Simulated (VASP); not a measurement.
Here is a VASP 6.6.1 calculation.

File INCAR:

```
SYSTEM = ZnO
ALGO = Normal
EDIFF = 1E-6
ENCUT = 520
GGA = RE
ISIF = 2
ISMEAR = 0
IVDW = 12
LASPH = .True.
LCHARG = .False.
LREAL = .False.
LWAVE = .False.
NBANDS = 26
NELM = 60
PREC = Accurate
SIGMA = 0.05
```

Contents of KPOINTS:

```
k-points
0
Gamma
  8 8 6
  0 0 0
```

File POSCAR:

```
ZnO
1.0
    3.2419811861      0.0000000000      0.0000000000
   -1.6209905930      2.8076380657      0.0000000000
    0.0000000000      0.0000000000      5.2276401393
Zn O
2 2
Direct
    0.3333333333      0.6666666667      0.0014489168
    0.6666666667      0.3333333333      0.5014489168
    0.3333333333      0.6666666667      0.3806510832
    0.6666666667      0.3333333333      0.8806510832
```

Potentials or basis: VASP PAW PBE potentials, release 64 (Zn, O).

Command:

```bash
$ cat potpaw_PBE.64/Zn/POTCAR potpaw_PBE.64/O/POTCAR > POTCAR
$ mpirun -np 1 vasp_std > vasp.out
```

(1) What does it give for the band gap on the k mesh?

(2) What does it give for the dispersion energy per atom?

(3) What does it give for the pressure?

Results:

(1) 0.85 eV, direct.

(2) -0.441 eV.

(3) 3.3 GPa.

Caveat: the PAW data sets were made with another functional, which shifts forces and pressure a little.
